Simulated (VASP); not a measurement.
**AlNi: single point with PBE**

The system is AlNi.

```
Al Ni
1.0
     0.00000   -2.89308    0.00000
     0.00000    0.00000   -2.89308
     8.67925   -1.15723    0.00000
Al Ni
3 3
Direct
  0.63334 0.00000 0.91665
  0.90001 0.00000 0.24998
  0.76667 0.00000 0.58332
  0.46667 0.50000 0.08332
  0.33334 0.50000 0.41665
  0.20001 0.50000 0.74998
```

This cell differs from its parent crystal: the part above a cut slid along it.

- Program: VASP 6.6.1
- Task: single point
- Functional: PBE
- Potentials or basis: VASP PAW PBE potentials, release 64 (Al, Ni)
- Cutoff: 520 eV
- k mesh: 20 × 20 × 7
- Occupations: gaussian, width 0.15 eV
- Spin: no spin polarisation

```yaml
Pressure: 9.1 GPa
Largest_force: 4.470 eV/Å
Band_gap_on_the_k_mesh: zero (an odd number of electrons rules out a gap without spin polarisation)
```

Forces on the atoms (eV/Å):
```
Al  -4.190 -1.203  0.000
Al  -0.161  0.102  0.000
Al   0.054 -0.022  0.000
Ni   4.314  1.172  0.000
Ni   0.015  0.027  0.000
Ni  -0.031 -0.077  0.000
```

Stress tensor (GPa, compression positive):
```
13.50  5.16  0.00
 5.16  0.20  0.00
 0.00  0.00 13.57
```

Levels at points of the mesh, in eV from the Fermi level:
```tsv
k point	band 17	band 18	band 19	band 20	band 21	band 22
(0.00, 0.00, 0.00)	-1.52	-1.47	-0.45	-0.11	5.41	5.47
(0.50, 0.00, 0.00)	-1.57	-1.47	-0.89	-0.69	-0.29	0.90
(0.00, 0.50, 0.00)	-1.69	-1.61	-1.04	-0.76	-0.70	2.96
(0.50, 0.50, 0.00)	-1.00	-0.55	0.00	0.66	0.90	1.48
```

Wall time 41 min on 1 thread of Oxide Virtual Turin-like Processor (shared host), peak memory 1.2 GiB.

Caveat: the cell differs from its parent crystal (the part above a cut slid along it); the stress differs along the axes, from 0 to 14 GPa; forces of over 1 eV/Å act on the atoms, so gaps and moduli don't describe the material at rest. Spin polarisation is off, so any magnetic state and its effect on volume and gap are missing.
